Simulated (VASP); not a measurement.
# Ta2In (Fm-3m) in VASP: a series of runs

Runs on Ta2In. Level: r2SCAN. Tasks: single point, relaxation of cell and atoms.

Program: VASP 6.6.1. These are calculated values, not measurements. Logs are shortened: lines on timing, memory, paths and dates and some standing lists are left out, and cuts for length are marked.

### Step 1. The cell of the first run

Symmetry: Fm-3m, No. 225, cubic system. Conventional cell: a = 6.403 Å, b = 6.403 Å, c = 6.403 Å, α = 90.00°, β = 90.00°, γ = 90.00°. Ta (site symmetry -43m) has 4 In at 2.77 Å and 6 Ta at 3.20 Å within 3.7 Å. Within 3.7 Å of In (site symmetry m-3m) lie 8 Ta at 2.77 Å.

### Step 2. Single point, r2SCAN

Input file POSCAR:

```
Ta2In
1.0
    0.0000000000      3.2012653485      3.2012653485
    3.2012653485      0.0000000000      3.2012653485
    3.2012653485      3.2012653485      0.0000000000
Ta In
2 1
Direct
    0.2500000000      0.2500000000      0.2500000000
    0.7500000000      0.7500000000      0.7500000000
    0.0000000000      0.0000000000      0.0000000000
```

Input file INCAR.step1:

```
SYSTEM = Ta2In
PREC = Accurate
ENCUT = 520
ISMEAR = 0
SIGMA = 0.1
LREAL = .FALSE.
LASPH = .TRUE.
NELM = 60
NBANDS = 24
GGA = PE
ALGO = Normal
EDIFF = 1E-4
LWAVE = .TRUE.
LCHARG = .FALSE.
```

Input file INCAR.step2:

```
SYSTEM = Ta2In
PREC = Accurate
ENCUT = 520
EDIFF = 1E-6
ISMEAR = 0
SIGMA = 0.1
LREAL = .FALSE.
LASPH = .TRUE.
NELM = 60
ALGO = Normal
ISIF = 2
LWAVE = .FALSE.
LCHARG = .FALSE.
METAGGA = R2SCAN
LMIXTAU = .TRUE.
NBANDS = 24
ISTART = 1
```

Input file KPOINTS:

```
Automatic mesh
0
G
  6 6 6
  0 0 0
```

Potentials or basis: VASP PAW PBE potentials, release 64 (Ta_pv, In_d).

Command:

```console
cat potpaw_PBE.64/Ta_pv/POTCAR potpaw_PBE.64/In_d/POTCAR > POTCAR
cp INCAR.step1 INCAR
mpirun -np 1 vasp_std > vasp.out
cp INCAR.step2 INCAR
mpirun -np 1 vasp_std > vasp.out
```

OUTCAR:

```text
SYSTEM = Ta2In
   PREC = Accurate
   ENCUT = 520
   EDIFF = 1E-6
   ISMEAR = 0
   LREAL = .FALSE.
   LASPH = .TRUE.
   NELM = 60
   ISIF = 2
   METAGGA = R2SCAN
   ISTART = 1

 ion  position               nearest neighbor table
   1  0.250  0.250  0.250-   3 2.77   3 2.77   3 2.77   3 2.77   2 3.20   2 3.20   2 3.20   2 3.20
                             2 3.20   2 3.20
   2  0.750  0.750  0.750-   3 2.77   3 2.77   3 2.77   3 2.77   1 3.20   1 3.20   1 3.20   1 3.20
                             1 3.20   1 3.20
   3  0.000  0.000  0.000-   2 2.77   2 2.77   2 2.77   1 2.77   2 2.77   1 2.77   1 2.77   1 2.77

  LATTYP: Found a face centered cubic cell.
 ALAT       =     6.4025306970

  Lattice vectors:

 A1 = (   0.0000000000,   3.2012653485,   3.2012653485)
 A2 = (   3.2012653485,   0.0000000000,   3.2012653485)
 A3 = (   3.2012653485,   3.2012653485,   0.0000000000)

Analysis of symmetry for initial positions (statically):
=====================================================================
 Subroutine PRICEL returns:
 Original cell was already a primitive cell.

 Routine SETGRP: Setting up the symmetry group for a
 face centered cubic supercell.

 Subroutine GETGRP returns: Found 48 space group operations
 (whereof 48 operations were pure point group operations)
 out of a pool of 48 trial point group operations.

The static configuration has the point symmetry O_h .

Analysis of symmetry for dynamics (positions and initial velocities):
=====================================================================
 Subroutine PRICEL returns:
 Original cell was already a primitive cell.

 Routine SETGRP: Setting up the symmetry group for a
 face centered cubic supercell.

 Subroutine GETGRP returns: Found 48 space group operations
 (whereof 48 operations were pure point group operations)
 out of a pool of 48 trial point group operations.

The dynamic configuration has the point symmetry O_h .

 Subroutine INISYM returns: Found 48 space group operations
 (whereof 48 operations are pure point group operations),
 and found     1 'primitive' translations

----------------------------------------------------------------------------------------

                                     Primitive cell

  volume of cell :      65.6138

[... 75 lines left out ...]
   ISPIN  =      1    spin polarized calculation?
   LNONCOLLINEAR =      F non collinear calculations
   LSORBIT =      F    spin-orbit coupling
   LASPH  =      T    aspherical Exc in radial PAW
   ENCUT  =  520.0 eV  38.22 Ry    6.18 a.u.   8.42  8.42  8.42*2*pi/ulx,y,z
   NELM   =     60;   NELMIN=  2; NELMDL=  0     # of ELM steps
   EDIFF  = 0.1E-05   stopping-criterion for ELM
   LREAL  =      F    real-space projection
   EDIFFG = 0.1E-04   stopping-criterion for IOM
   NSW    =      0    number of steps for IOM
   IBRION =     -1    ionic relax: 0-MD 1-quasi-New 2-CG
   NFREE  =      0    steps in history (QN), initial steepest desc. (CG)
   ISIF   =      2    stress and relaxation
   ISYM   =      2    0-nonsym 1-usesym 2-fastsym
   POTIM  = 0.5000    time-step for ionic-motion
   TEBEG  =    0.0;   TEEND  =   0.0 temperature during run
   PSTRESS=    0.0 pullay stress
   NELECT =      35.0000    total number of electrons
   NUPDOWN=      -1.0000    fix difference up-down
   EMIN   =  10.00;   EMAX   =-10.00  energy-range for DOS
   EFERMI =   0.00;   METHOD = LEGACY
   ISMEAR =     0;   SIGMA  =   0.10  broadening in eV -4-tet -1-fermi 0-gaus
   EFERMI_NEDOS =   21; number of points for ismear=-14 and -15
   IALGO  =     38    algorithm
   IMIX   =      4    mixing-type and parameters
     AMIX     =   0.40;   BMIX     =  1.00
     AMIX_MAG =   1.60;   BMIX_MAG =  1.00
  volume/ion in A,a.u.               =      21.87       147.59
  Fermi-wavevector in a.u.,A,eV,Ry     =   1.327698  2.508985 23.984091  1.762781
  Thomas-Fermi vector in A             =   2.456991
   LORBIT       =      0    0 simple, 1 ext, 2 COOP (PROOUT), +10 PAW based schemes
   METAGGA = R2SCAN    functional components
   LHFCALC =     F    Hartree Fock is set to
   AEXX    =    0.0000 exact exchange contribution
   IVDW    =     0    specifies the selected vdW correction
   LEPSILON=     F    determine dielectric tensor
   LRPA    =     F    only Hartree local field effects (RPA)
 non-spin polarized calculation
 Gauss-broadening in eV      SIGMA  =   0.10
  energy-cutoff  :      520.00
  volume of cell :       65.61
 maximum number of plane-waves:      1807
 NGX is ok and might be reduce to    36
   NGX = 17   NGY = 17   NGZ = 17

 number of electron      35.0000002 magnetization

 Free energy of the ion-electron system (eV)
  ---------------------------------------------------
  ext. energy  EPLUGINS =         0.00000000
  ---------------------------------------------------
  free energy    TOTEN  =      -116.89261905 eV

  energy without entropy =     -116.88815129  energy(sigma->0) =     -116.89038517

 E-fermi :   5.8845     XC(G=0): -12.2473

 val. band max:        5.7572163266   @ k =  -0.3333   0.3333   0.0000
 cond. band min:       5.9585473660   @ k =   0.5000   0.1667   0.0000
 fundamental gap:      0.2013310394
 Fermi energy:         5.8844996364

 k-point     1 :       0.0000    0.0000    0.0000
  band No.  band energies     occupation
      1     -30.2052      2.00000
      2     -30.2052      2.00000
      3     -30.2052      2.00000
      4     -29.9697      2.00000
      5     -29.9697      2.00000
      6     -29.9697      2.00000
[... 421 lines left out ...]
     23       8.7318      0.00000
     24      10.7521      0.00000

------------------------ aborting loop because EDIFF is reached ----------------------------------------

  FORCE on cell =-STRESS in cart. coord.  units (eV):
  Direction    XX          YY          ZZ          XY          YZ          ZX
  --------------------------------------------------------------------------------------
  -------------------------------------------------------------------------------------
  Total        0.2869010      0.2869010      0.2869010      0.0000000      0.0000000      0.0000000
  in kB        7.0056367      7.0056367      7.0056367      0.0000000      0.0000000      0.0000000
  external PRESSURE =       7.0056367 kB  Pullay stress =       0.0000000 kB

 VOLUME and BASIS-vectors are now :
 -----------------------------------------------------------------------------
  energy-cutoff  :      520.00
  volume of cell :       65.61
      direct lattice vectors                 reciprocal lattice vectors
     0.000000000  3.201265349  3.201265349    -0.156188240  0.156188240  0.156188240
     3.201265349  0.000000000  3.201265349     0.156188240 -0.156188240  0.156188240
     3.201265349  3.201265349  0.000000000     0.156188240  0.156188240 -0.156188240

 POSITION                                       TOTAL-FORCE (eV/Angst)
 -----------------------------------------------------------------------------------
      1.60063      1.60063      1.60063         0.000000     -0.000000      0.000000
      4.80190      4.80190      4.80190        -0.000000      0.000000     -0.000000
      0.00000      0.00000      0.00000         0.000000     -0.000000     -0.000000
 -----------------------------------------------------------------------------------
    total drift:                                0.000000      0.000000      0.000000

  FREE ENERGIE OF THE ION-ELECTRON SYSTEM (eV)
  ---------------------------------------------------
  free  energy   TOTEN  =      -116.8926190535 eV

  energy  without entropy=     -116.8881512876  energy(sigma->0) =     -116.89038517
```

OUTCAR.step1:

```text
SYSTEM = Ta2In
   PREC = Accurate
   ENCUT = 520
   ISMEAR = 0
   LREAL = .FALSE.
   LASPH = .TRUE.
[... 648 lines left out ...]
      1.60063      1.60063      1.60063        -0.000000     -0.000000      0.000000
      4.80190      4.80190      4.80190         0.000000      0.000000     -0.000000
      0.00000      0.00000      0.00000        -0.000000      0.000000     -0.000000
 -----------------------------------------------------------------------------------
    total drift:                                0.000000      0.000000      0.000000

  FREE ENERGIE OF THE ION-ELECTRON SYSTEM (eV)
  ---------------------------------------------------
  free  energy   TOTEN  =       -23.1301806892 eV

  energy  without entropy=      -23.1230847263  energy(sigma->0) =      -23.12663271
```

OSZICAR.step1:

```text
N       E                     dE             d eps       ncg     rms          rms(c)
DAV:   1     0.314250364110E+03    0.31425E+03   -0.18271E+04   768   0.170E+03
DAV:   2    -0.760434065843E+01   -0.32185E+03   -0.31462E+03   840   0.461E+02
DAV:   3    -0.240000973652E+02   -0.16396E+02   -0.15963E+02   984   0.103E+02
DAV:   4    -0.244957242057E+02   -0.49563E+00   -0.49464E+00   912   0.186E+01
DAV:   5    -0.245229892852E+02   -0.27265E-01   -0.27261E-01  1208   0.397E+00    0.153E+01
DAV:   6    -0.233267733730E+02    0.11962E+01   -0.22753E+00   952   0.100E+01    0.655E+00
DAV:   7    -0.231343923335E+02    0.19238E+00   -0.88321E-01   936   0.731E+00    0.112E+00
DAV:   8    -0.231302242242E+02    0.41681E-02   -0.40476E-02   968   0.170E+00    0.503E-01
DAV:   9    -0.231301983244E+02    0.25900E-04   -0.26413E-03  1056   0.471E-01    0.128E-01
DAV:  10    -0.231301806892E+02    0.17635E-04   -0.32164E-04   824   0.171E-01
   1 F= -.23130181E+02 E0= -.23126633E+02  d E =-.709596E-02
```

It took 97 s on 1 thread of AMD EPYC 7R13 (Zen 3), shared host; peak memory 0.19 GiB.

Results:

- Free energy: -116.8926 eV
- Pressure: 0.7 GPa

Caveat: the PAW data sets were made with another functional, which shifts forces and pressure a little; spin-orbit coupling is left out, which moves the levels of the heavy elements.

### Step 3. Relaxation of cell and atoms, r2SCAN

This run uses another cell than the first one, of 18.79 Å³/atom, 0.859 times its volume.

Input file POSCAR:

```
Ta2In
1.0
    0.0000000000      3.0431330613      3.0431330613
    3.0431330613      0.0000000000      3.0431330613
    3.0431330613      3.0431330613      0.0000000000
Ta In
2 1
Direct
    0.2500000000      0.2500000000      0.2500000000
    0.7500000000      0.7500000000      0.7500000000
    0.0000000000      0.0000000000      0.0000000000
```

Input file INCAR.step1:

```
SYSTEM = Ta2In
ALGO = Normal
EDIFF = 1E-4
ENCUT = 600
GGA = PE
ISMEAR = 0
LASPH = .True.
LCHARG = .False.
LREAL = .False.
LWAVE = .True.
NELM = 80
PREC = Accurate
SIGMA = 0.1
```

Input file INCAR.step2:

```
SYSTEM = Ta2In
ALGO = Normal
EDIFF = 1E-6
EDIFFG = -0.04
ENCUT = 600
IBRION = 2
ISIF = 3
ISMEAR = 0
ISTART = 1
LASPH = .True.
LCHARG = .False.
LMIXTAU = .True.
LREAL = .False.
LWAVE = .False.
METAGGA = R2SCAN
NELM = 80
NSW = 90
PREC = Accurate
SIGMA = 0.1
```

Input file KPOINTS:

```
k-points
0
Gamma
  6 6 6
  0 0 0
```

Potentials or basis: VASP PAW PBE potentials, release 64 (Ta_pv, In_d).

Command:

```console
cat potpaw_PBE.64/Ta_pv/POTCAR potpaw_PBE.64/In_d/POTCAR > POTCAR
cp INCAR.step1 INCAR
mpirun -np 1 vasp_std > vasp.out
cp INCAR.step2 INCAR
mpirun -np 1 vasp_std > vasp.out
```

Run time: 9.4 min. Hardware: 1 thread of AMD EPYC 7R13 (Zen 3), shared host; peak memory 0.22 GiB.

Results (log left out):

| Property | Result |
| --- | --- |
| Free energy | -116.8915 eV |
| Relaxed volume | 21.98 Å³/atom |
| Relaxed cell | a = 4.535 Å, b = 4.535 Å, c = 4.535 Å, α = 60.00°, β = 60.00°, γ = 60.00° |
| Space group after relaxing (to 0.05 Å) | Fm-3m (No. 225) |
| Energy gained by relaxing | 266.7 meV/atom |
| Ionic steps | 5 |
| Pressure after relaxing | 0.0 GPa |

The path:
```tsv
step	energy change (eV)	largest force (eV/Å)	pressure (GPa)	volume (Å³)
1	0.0000	0.0000	30.76	56.36
2	1.5461	0.0000	-22.06	91.20
3	-0.7924	0.0000	-2.23	67.04
4	-0.7999	0.0000	-0.42	66.14
5	-0.8002	0.0000	0.00	65.94
```

Final structure:
```xyz
3
Lattice="0.0000 3.2065 3.2065 3.2065 0.0000 3.2065 3.2065 3.2065 0.0000" Properties=species:S:1:pos:R:3 pbc="T T T"
Ta    1.6032    1.6032    1.6032
Ta    4.8097    4.8097    4.8097
In    0.0000    0.0000    0.0000
```

Levels at points of the mesh, in eV from the Fermi level:
| k point | band 14 | band 15 | band 16 | band 17 | band 18 | band 19 | band 20 | band 21 |
| --- | --- | --- | --- | --- | --- | --- | --- | --- |
| (0.00, 0.00, 0.00) | -3.02 | -3.02 | -1.99 | -1.99 | 3.30 | 3.30 | 3.30 | 4.30 |
| (0.50, 0.00, 0.00) | -2.06 | -2.06 | -0.36 | -0.36 | 0.50 | 0.63 | 0.63 | 0.86 |
| (0.50, 0.50, 0.00) | -1.78 | -1.67 | -1.62 | -0.82 | -0.82 | 1.53 | 1.53 | 1.76 |

Caveat: the volume moved by over 15 % at a fixed basis, so the end points are rough; the PAW data sets were made with another functional, which shifts forces and pressure a little; spin-orbit coupling is left out, which moves the levels of the heavy elements.
